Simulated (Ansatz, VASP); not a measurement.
One calculation of Co, two programs

```
Co
1.0
     2.49352    0.00000    0.00000
    -1.24676    2.15945    0.00000
     0.00000    0.00000    4.02778
Co
2
Direct
  0.33333 0.66667 0.25000
  0.66667 0.33333 0.75000
```

Alike in both runs: task single point; functional PBE; k mesh 14 × 14 × 8; collinear spin.

```csv
,VASP,Ansatz
version,VASP 6.6.1,Ansatz 0.2.0
potentials or method,"VASP PAW PBE potentials, release 64 (Co), cutoff 520 eV","plane waves (420 eV) with PAW, scalar-relativistic"
occupations,"methfessel-paxton of order 1, width 0.6 eV","cold, width 0.6 eV"
valence electrons in the cell,18,34
```

|  | VASP | Ansatz | Ansatz less VASP |
| --- | --- | --- | --- |
| pressure (GPa) | -0.1 | 1.6 | +1.76 |
| traceless stress, the component that is largest in VASP (GPa) | 0.83 | 2.91 | +2.085 |
| net moment per atom (μB) | 1.66 | 1.76 | +0.095 |
| size of the moment on the site where the two differ most (μB) | 1.68 | 1.84 | +0.154 |

Site moments also hang on the region over which each program counts them. VASP's potentials hold 18 valence electrons a cell and Ansatz's 34, so a difference there can come from the potentials and not from the codes. Ansatz's warnings: stability check not made.
